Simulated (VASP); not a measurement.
# SnSe2: single point with LDA

Crystal: SnSe2.

```
Sn Se
1.0
     1.91229    1.10406    6.33509
    -1.91229    1.10406    6.33509
     0.00000   -2.20812    6.33509
Sn Se
1 2
Direct
  0.00000 0.00000 0.00000
  0.25056 0.25056 0.25056
  0.74944 0.74944 0.74944
```

```json
{
  "Program": "VASP 6.6.1",
  "Task": "single point",
  "Functional": "LDA",
  "Potentials or basis": "VASP PAW LDA potentials, release 64 (Sn_d, Se)",
  "Cutoff": "520 eV",
  "k mesh": "8 × 8 × 8",
  "Occupations": "gaussian, width 0.01 eV",
  "Spin": "no spin polarisation"
}
```

| Property | Result |
| --- | --- |
| Pressure | -1.4 GPa |
| Largest force | 0.041 eV/Å |
| Band gap on the k mesh | 0.17 eV (least direct gap 0.39 eV) |

Forces in eV/Å, atoms in the order of the input:
```
Sn   0.000  0.000  0.000
Se   0.000  0.000  0.041
Se   0.000  0.000 -0.041
```

Stress tensor (GPa, compression positive):
```
-1.53  0.00  0.00
 0.00 -1.53  0.00
 0.00  0.00 -1.12
```

Levels at points of the mesh, in eV from the valence-band top:
| k point | band 11 | band 12 | band 13 | band 14 | band 15 | band 16 |
| --- | --- | --- | --- | --- | --- | --- |
| (0.00, 0.00, 0.00) | -0.28 | -0.28 | -0.24 | 0.81 | 2.86 | 4.37 |
| (0.50, 0.00, 0.00) | -2.34 | -1.45 | -0.63 | 1.02 | 3.77 | 5.99 |
| (0.50, 0.50, 0.00) | -2.23 | -0.30 | -0.22 | 0.17 | 3.55 | 4.95 |
| (0.50, 0.50, 0.50) | -0.70 | -0.15 | -0.15 | 2.28 | 2.85 | 4.44 |

It took 100 s on 1 thread of Intel(R) Xeon(R) 6975P-C (Granite Rapids), with other jobs on the host, peak memory 0.33 GiB.

Caveat: semilocal functionals underestimate gaps, and a narrow one can read as zero; spin-orbit coupling is left out, which moves the levels of the heavy elements. A k mesh can miss the band edges.
